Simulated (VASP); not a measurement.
N2: single point with PBE

Molecule: N2, in a box.

```
N
1.0
     9.00000    0.00000    0.00000
     0.00000    9.50000    0.00000
     0.00000    0.00000   10.00000
N
2
Direct
  0.50000 0.50000 0.44489
  0.50000 0.50000 0.55511
```

```yaml
Program: VASP 6.6.1
Task: single point
Functional: PBE
Potentials_or_basis: VASP PAW PBE potentials, release 64 (N_h)
Cutoff: 910 eV
k_mesh: 1 × 1 × 1
Occupations: gaussian, width 0.02 eV
Spin: no spin polarisation
```

```json
{
  "Largest force": "0.069 eV/Å",
  "Gap between the frontier levels": "8.25 eV"
}
```

Forces in eV/Å, atoms in the order of the input:
```
N    0.000  0.000 -0.069
N    0.000  0.000  0.069
```

Levels at points of the mesh, in eV from the valence-band top:
```tsv
k point	band 2	band 3	band 4	band 5	band 6	band 7	band 8	band 9
(0.00, 0.00, 0.00)	-3.28	-1.35	-1.35	0.00	8.25	8.25	9.87	11.25
```

Run time: 2 min on 1 thread of Intel(R) Xeon(R) 6975P-C (Granite Rapids), with other jobs on the host, peak memory 1.2 GiB.
